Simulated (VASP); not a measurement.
# Al in VASP: further runs, part 2 of 2

VASP 6.6.1.

### Step 3. Single point, LDA

INCAR

```
SYSTEM = Al
PREC = Accurate ; ENCUT = 520
EDIFF = 1E-6 ; ISMEAR = 0
SIGMA = 0.1 ; LREAL = Auto
LASPH = .TRUE. ; NELM = 60
ALGO = Normal ; ISIF = 2
LWAVE = .FALSE. ; LCHARG = .FALSE.
LDIPOL = .TRUE. ; IDIPOL = 3
DIPOL = 0.5 0.5 0.321 ; NBANDS = 40
```

KPOINTS

```
Automatic mesh
0
G
  5 4 1
  0 0 0
```

POSCAR

```
Al
1.0
    5.6343731020      0.0000000000      0.0000000000
    0.0000000000      7.9682068563      0.0000000000
    0.0000000000      0.0000000000     19.6723116275
Al
17
Direct
    0.2500000000      0.2500000000      0.2033314679
    0.2500000000      0.7500000000      0.2033314679
    0.7500000000      0.2500000000      0.2033314679
    0.7500000000      0.7500000000      0.2033314679
    0.0000000000      0.0000000000      0.2749343025
    0.0000000000      0.5000000000      0.2749343025
    0.5000000000      0.0000000000      0.2749343025
    0.5000000000      0.5000000000      0.2749343025
    0.2500000000      0.2500000000      0.3484027381
    0.2500000000      0.7500000000      0.3484027381
    0.7500000000      0.2500000000      0.3484027381
    0.7500000000      0.7500000000      0.3484027381
    0.0000000000      0.0000000000      0.4154220298
    0.0000000000      0.5000000000      0.4154220298
    0.5000000000      0.0000000000      0.4154220298
    0.5000000000      0.5000000000      0.4154220298
    0.2500000000      0.1875000000      0.4943044980
```

Potentials or basis: VASP PAW LDA potentials, release 64 (Al).

The run is started by

```
> cat potpaw_LDA.64/Al/POTCAR > POTCAR
> mpirun -np 1 vasp_std > vasp.out
```

Wall time 6.1 min (1 thread of Intel Xeon 6975P-C (Granite Rapids), shared host); peak memory 0.63 GiB.

Results (log left out):

| Property | Result |
| --- | --- |
| Free energy | -64.4210 eV |
| Largest force | 0.912 eV/Å |
| Band gap on the k mesh | zero (an odd number of electrons rules out a gap without spin polarisation) |

Forces in eV/Å, atoms in the order of the input:
```
Al   0.000  0.001  0.273
Al   0.000 -0.027  0.256
Al   0.000  0.021  0.187
Al   0.000 -0.028  0.201
Al  -0.059 -0.013 -0.244
Al  -0.043 -0.002 -0.228
Al   0.059 -0.013 -0.244
Al   0.043 -0.002 -0.228
Al   0.000 -0.051 -0.175
Al   0.000 -0.011  0.121
Al   0.000 -0.003 -0.173
Al   0.000  0.083  0.050
Al  -0.503 -0.292 -0.136
Al  -0.050 -0.142  0.228
Al   0.503 -0.292 -0.136
Al   0.050 -0.142  0.228
Al   0.000  0.912  0.020
```

Levels at points of the mesh, in eV from the Fermi level:
```tsv
k point	band 23	band 24	band 25	band 26	band 27	band 28	band 29	band 30
(0.00, 0.00, 0.00)	-0.93	-0.69	-0.58	-0.43	-0.12	0.13	0.63	1.04
(0.00, 0.50, 0.00)	-0.93	-0.87	-0.55	-0.49	0.12	0.24	0.29	0.82
```

### Step 4. Single point, LDA

INCAR

```
PREC = Accurate
ENCUT = 520
EDIFF = 1E-7
ISMEAR = 0
SIGMA = 0.1
LREAL = Auto
LASPH = True
NELM = 60
ALGO = Normal
ISIF = 2
LWAVE = False
LCHARG = True
LDIPOL = True
IDIPOL = 3
DIPOL = 0.5 0.5 0.324
LELF = True
LVHAR = True
LVACPOTAV = True
NBANDS = 40
```

KPOINTS

```
Automatic mesh
0
Gamma
  5 4 1
```

Changes to POSCAR since step 3:

```diff
@@ -24,2 +24,2 @@
     0.5000000000      0.5000000000      0.4154220298
-    0.2500000000      0.1875000000      0.4943044980
+    0.0833333333      0.0000000000      0.5444182958
```

The run is started by

```
> cat potpaw_LDA.64/Al/POTCAR > POTCAR
> mpirun -np 1 vasp_std > vasp.out
```

Run time: 15 min. Hardware: 1 thread of Intel Xeon Platinum 8259CL at 2.50GHz (Skylake/Cascade Lake), shared host; peak memory 0.63 GiB.

It converged, with:

```yaml
Free_energy: -63.3901 eV
Largest_force: 0.508 eV/Å
Band_gap_on_the_k_mesh: zero (an odd number of electrons rules out a gap without spin polarisation)
```

Forces on the atoms (eV/Å):
```
Al  -0.003  0.005  0.198
Al  -0.003 -0.005  0.198
Al  -0.009  0.000  0.198
Al  -0.009  0.000  0.198
Al   0.010  0.000 -0.183
Al   0.004  0.000 -0.235
Al  -0.028  0.000 -0.211
Al   0.004  0.000 -0.240
Al   0.015 -0.050 -0.026
Al   0.015  0.050 -0.026
Al  -0.029 -0.054 -0.035
Al  -0.029  0.054 -0.035
Al  -0.206  0.000 -0.430
Al  -0.006  0.000  0.076
Al  -0.068  0.000  0.504
Al   0.009  0.000  0.045
Al   0.335  0.000  0.005
```

Levels at points of the mesh, in eV from the Fermi level:
```csv
k point,band 23,band 24,band 25,band 26,band 27,band 28,band 29,band 30
"(0.00, 0.00, 0.00)",-0.80,-0.79,-0.57,-0.34,-0.21,0.17,0.55,0.82
"(0.00, 0.50, 0.00)",-0.95,-0.90,-0.89,-0.20,0.09,0.23,0.29,0.52
```

### Step 5. Single point, LDA

INCAR

```
PREC     = Accurate       # precision mode
ENCUT    = 520            # plane-wave cutoff, eV
EDIFF    = 1E-6           # SCF threshold, eV
ISMEAR   = 0              # smearing method
SIGMA    = 0.1            # smearing width, eV
LREAL    = Auto         
LASPH    = T              # aspherical terms in the spheres
NELM     = 80             # most SCF steps
ALGO     = Normal         # electronic algorithm
ISIF     = 2              # what is computed and relaxed
LWAVE    = F              # write WAVECAR
LCHARG   = F              # write CHGCAR
LDIPOL   = T            
IDIPOL   = 3            
DIPOL    = 0.5 0.5 0.323
GGA      = CA             # functional
NBANDS   = 40             # bands
```

KPOINTS is that of step 4.

Changes to POSCAR since step 4:

```diff
@@ -24,2 +24,2 @@
     0.5000000000      0.5000000000      0.4154220298
-    0.0833333333      0.0000000000      0.5444182958
+    0.0000000000      0.1875000000      0.5149257415
```

The run is started by

```
> cat potpaw_LDA.64/Al/POTCAR > POTCAR
> mpirun -np 1 vasp_std > vasp.out
```

Wall time 15 min (1 thread of Intel Xeon Platinum 8259CL at 2.50GHz (Skylake/Cascade Lake), shared host); peak memory 0.63 GiB.

The run converged. Its results:

* Free energy: -63.8480 eV
* Largest force: 1.178 eV/Å
* Band gap on the k mesh: zero (an odd number of electrons rules out a gap without spin polarisation)

Forces in eV/Å, atoms in the order of the input:
```
Al   0.143 -0.010  0.203
Al  -0.038 -0.014  0.256
Al  -0.143 -0.010  0.203
Al   0.038 -0.014  0.256
Al   0.000 -0.016 -0.226
Al   0.000  0.003 -0.235
Al   0.000  0.021 -0.219
Al   0.000 -0.002 -0.241
Al   0.050 -0.030  0.000
Al   0.015  0.029  0.050
Al  -0.050 -0.030  0.000
Al  -0.015  0.029  0.050
Al   0.000 -0.848 -0.817
Al   0.000 -0.182  0.326
Al   0.000  0.086  0.288
Al   0.000 -0.014  0.090
Al   0.000  1.002  0.014
```

Levels at points of the mesh, in eV from the Fermi level:
```tsv
k point	band 24	band 25	band 26	band 27	band 28	band 29
(0.00, 0.00, 0.00)	-0.82	-0.54	-0.27	-0.26	0.14	0.46
(0.00, 0.50, 0.00)	-0.88	-0.78	-0.08	0.05	0.15	0.28
```

### Step 6. Single point, LDA

INCAR

```
SYSTEM = Al
  ALGO = Normal
  DIPOL = 0.5 0.5 0.321
  EDIFF = 1E-6
  ENCUT = 520
  IDIPOL = 3
  ISIF = 2
  ISMEAR = 0
  LASPH = .TRUE.
  LCHARG = .FALSE.
  LDIPOL = .TRUE.
  LREAL = Auto
  LWAVE = .FALSE.
  NBANDS = 40
  NELM = 100
  PREC = Accurate
  SIGMA = 0.1
```

KPOINTS

```
k-points
0
G
  5 4 1
  0 0 0
```

Changes to POSCAR since step 5:

```diff
@@ -24,2 +24,2 @@
     0.5000000000      0.5000000000      0.4154220298
-    0.0000000000      0.1875000000      0.5149257415
+    0.0833333333      0.2500000000      0.4927451153
```

Potentials or basis: VASP PAW LDA potentials, release 64 (Al).

The run is started by

```
> cat potpaw_LDA.64/Al/POTCAR > POTCAR
> mpirun -np 1 vasp_std > vasp.out
```

Wall time 15 min (1 thread of Intel Xeon Platinum 8259CL at 2.50GHz (Skylake/Cascade Lake), shared host); peak memory 0.63 GiB.

Results (log left out):

```yaml
Free_energy: -64.3486 eV
Largest_force: 0.637 eV/Å
Band_gap_on_the_k_mesh: zero (an odd number of electrons rules out a gap without spin polarisation)
```

Forces in eV/Å, atoms in the order of the input:
```
Al   0.133  0.000  0.209
Al  -0.019  0.000  0.264
Al  -0.124  0.000  0.178
Al   0.035  0.000  0.241
Al  -0.070 -0.009 -0.281
Al  -0.070  0.009 -0.281
Al   0.029  0.016 -0.218
Al   0.029 -0.016 -0.218
Al   0.097  0.000 -0.118
Al   0.024  0.000  0.153
Al  -0.034  0.000 -0.057
Al  -0.002  0.000  0.074
Al  -0.214 -0.577 -0.165
Al  -0.214  0.577 -0.165
Al   0.008  0.065  0.178
Al   0.008 -0.065  0.178
Al   0.384  0.000  0.028
```

Levels at points of the mesh, in eV from the Fermi level:
| k point | band 23 | band 24 | band 25 | band 26 | band 27 | band 28 | band 29 | band 30 |
| --- | --- | --- | --- | --- | --- | --- | --- | --- |
| (0.00, 0.00, 0.00) | -0.86 | -0.83 | -0.49 | -0.30 | -0.09 | 0.06 | 0.67 | 0.91 |
| (0.00, 0.50, 0.00) | -0.92 | -0.85 | -0.61 | -0.07 | 0.04 | 0.24 | 0.26 | 0.96 |

### Step 7. Overview

```tsv
cell	gap on the mesh (eV)	largest force (eV/Å)
as given, atomic positions A	none	0.39
as given, atomic positions B	none	0.91
as given, atomic positions C	none	0.51
as given, atomic positions D	none	1.18
as given, atomic positions E	none	0.64
```

Alike in all rows: task single point; level LDA; potentials or basis VASP PAW LDA potentials, release 64 (Al); no spin polarisation; k mesh 5 × 4 × 1; cutoff (eV) 520; smearing gaussian 0.1 eV.

Total energies depend on the potentials used, so only differences within one code and one set of settings carry meaning.
